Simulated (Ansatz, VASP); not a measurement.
# Two plane-wave programs on CaSe

```
CELL_PARAMETERS angstrom
0.00000 3.27956 3.27956
3.27956 0.00000 3.27956
3.27956 3.27956 0.00000
ATOMIC_POSITIONS crystal
Ca 0.00000 0.00000 0.00000
Se 0.25000 0.25000 0.25000
```

Alike in both runs: task single point; functional PBE; k mesh 4 × 4 × 4; no spin polarisation.

```csv
,VASP,Ansatz
version,VASP 6.6.1,Ansatz 0.2.0
potentials or method,"VASP PAW PBE potentials, release 64 (Ca_sv, Se)",plane waves
plane-wave cutoff (eV),520,420
occupations,"gaussian, width 0.01 eV",fixed
valence electrons in the cell,16,26
```

```csv
,VASP,Ansatz,Ansatz less VASP
gap on the k mesh at the Fermi level (eV),3.20,3.20,+0.001
pressure (GPa),0.6,0.5,-0.11
```

VASP's potentials hold 16 valence electrons a cell and Ansatz's 26, so a difference there can come from the potentials and not from the codes.
